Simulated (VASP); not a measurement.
Write the native input for VASP 6.6.1 that does the following.

| Item | Value |
| --- | --- |
| Task | single point |
| Functional | PBEsol |
| Potentials or basis | VASP PAW PBE potentials, release 64 (W_sv) |
| Cutoff | 520 eV |
| k mesh | 12 × 12 × 12 |
| Occupations | methfessel-paxton, width 0.1 eV |
| Spin | no spin polarisation |
| Dipole correction | no |
| Further INCAR settings | ALGO = Normal; EDIFF = 1e-06; NBANDS = 13 |

The structure of W lies in POSCAR:

```
W
1.0
    0.0000000000      2.0025642044      2.0025642044
    2.0025642044      0.0000000000      2.0025642044
    2.0025642044      2.0025642044      0.0000000000
W
1
Direct
    0.0000000000      0.0000000000      0.0000000000
```

These files were run (other wordings do the same):

INCAR

```
  PREC = Accurate
  ENCUT = 520
  EDIFF = 1E-6
  ISMEAR = 1
  SIGMA = 0.1
  LREAL = F
  LASPH = T
  NELM = 80
  ALGO = Normal
  ISIF = 2
  LWAVE = F
  LCHARG = F
  GGA = PS
  NBANDS = 13
```

KPOINTS

```
regular mesh
0
Gamma
  12 12 12
```

Potentials or basis: VASP PAW PBE potentials, release 64 (W_sv).

The run is started by

```sh
$ cat potpaw_PBE.64/W_sv/POTCAR > POTCAR
$ mpirun -np 1 vasp_std > vasp.out
```

Results of the run:

```json
{
  "Pressure": "-1.7 GPa",
  "Band gap on the k mesh": "zero (band 7 reaches 13.80 eV, above the bottom of band 8 at 10.03 eV)"
}
```

Caveat: the PAW data sets were made with another functional, which shifts forces and pressure a little; spin-orbit coupling is left out, which moves the levels of the heavy elements.

Run time: 7.9 s on 1 thread of Intel Xeon 6975P-C, on a shared host, peak memory 0.15 GiB.
